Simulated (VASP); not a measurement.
Crystal: MgS.

```
CELL_PARAMETERS angstrom
2.95330 0.00000 0.00000
-1.47665 2.55763 0.00000
0.00000 0.00000 6.08542
ATOMIC_POSITIONS crystal
Mg 0.00000 0.00000 0.00000
S 0.00000 0.00000 0.50000
```

- Program: VASP 6.6.1
- Task: relaxation of cell and atoms
- Functional: PBE
- Potentials or basis: VASP PAW PBE potentials, release 64 (Mg, S)
- Cutoff: 600 eV
- k mesh: 6 × 6 × 4
- Occupations: gaussian, width 0.1 eV
- Spin: no spin polarisation

At the start: pressure -3.4 GPa; volume 22.98 Å³/atom.

**Question.** How do energy, volume and symmetry change on relaxing?

**Answer.** Over 20 steps the energy falls by 753.3 meV/atom and the volume is 46.35 Å³/atom (+101.7 %); space group P6/mmm (No. 191, to 0.05 Å).

Step by step:
| step | energy change (eV) | largest force (eV/Å) | pressure (GPa) | volume (Å³) |
| --- | --- | --- | --- | --- |
| 1 | 0.0000 | 0.0000 | -3.43 | 45.97 |
| 2 | -0.1181 | 0.0000 | -1.30 | 42.73 |
| 3 | -0.1727 | 0.0000 | 1.46 | 40.09 |
| 4 | -0.1004 | 0.0000 | 11.22 | 34.99 |
| 5 | -0.1807 | 0.0000 | 2.72 | 39.12 |
| 6 | -0.2936 | 0.0000 | 2.79 | 39.52 |
| 7 | -0.1330 | 0.0000 | 20.51 | 39.47 |
| 8 | -0.3605 | 0.0000 | 5.99 | 39.72 |
| 9 | -0.4610 | 0.0000 | 3.77 | 42.51 |
| 10 | -0.7747 | 0.0000 | 0.62 | 51.33 |
| 11 | -1.3647 | 0.0000 | -0.34 | 70.83 |
| 12 | -1.1096 | 0.0000 | 2.78 | 115.94 |
| 13 | -1.4947 | 0.0000 | 0.83 | 85.23 |
| 14 | -1.4956 | 0.0000 | 1.05 | 87.86 |
| 15 | -1.2654 | 0.0000 | -3.59 | 95.08 |
| 16 | -1.5039 | 0.0000 | 0.07 | 89.00 |
| 17 | -1.5040 | 0.0000 | 0.15 | 88.90 |
| 18 | -1.5040 | 0.0000 | 0.17 | 88.88 |
| 19 | -1.5052 | 0.0000 | 0.12 | 89.90 |
| 20 | -1.5067 | 0.0000 | 0.01 | 92.71 |

Final structure:
```
Mg S
1.0
     4.91085    0.00000    0.00000
    -2.45542    4.25292    0.00000
     0.00000    0.00000    4.43894
Mg S
1 1
Direct
  0.00000 0.00000 0.00000
  0.00000 0.00000 0.50000
```

Caveat: the volume moved by over 15 % at a fixed basis, so the end points are rough.
